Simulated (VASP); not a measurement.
**Mn: single point with PBE**

Crystal: Mn.

```
Mn
1.0
     3.33740    0.00000    0.00000
    -1.66870    2.89027    0.00000
     0.00000    0.00000    2.06420
Mn
3
Direct
  0.00000 0.00000 0.00000
  0.33333 0.66667 0.50000
  0.66667 0.33333 0.50000
```

This isn't the form of Mn at room conditions, which is a 58-atom cubic cell.

| Property | Result |
| --- | --- |
| Program | VASP 6.6.1 |
| Task | single point |
| Functional | PBE |
| Potentials or basis | VASP PAW PBE potentials, release 64 (Mn_sv) |
| Cutoff | 680 eV |
| k mesh | 11 × 11 × 15 |
| Occupations | fermi-dirac, width 0.1 eV |
| Spin | collinear spin, ferromagnetic start |
| Starting moments | [3.0, 3.0, 3.0] μB |

| Quantity | Value |
| --- | --- |
| Pressure | 368.1 GPa |
| Net moment | 0.00 μB per cell |
| Valence electrons inside the program's atomic spheres | Mn 13.89, 13.98 (each value once) |

Stress tensor (GPa, compression positive):
```
368.33   0.00   0.00
  0.00 368.33   0.00
  0.00   0.00 367.68
```

Levels at points of the mesh, in eV from the Fermi level:
Spin up:
```csv
k point,band 19,band 20,band 21,band 22,band 23,band 24,band 25,band 26
"(0.00, 0.00, 0.00)",-3.24,-2.50,-1.42,-1.42,-0.40,-0.40,-0.18,-0.18
```
Spin down:
```tsv
k point	band 20	band 21	band 22	band 23	band 24	band 25
(0.00, 0.00, 0.00)	-2.50	-1.42	-1.42	-0.40	-0.40	-0.18
```

It took 120 s on 1 thread of Intel(R) Xeon(R) 6975P-C (Granite Rapids) (shared host), peak memory 0.27 GiB.

Caveat: atoms lie so close that the PAW spheres overlap strongly, which falsifies energies and pressures; the cell stands under pressure; the moments typed at the start vanished in this run.
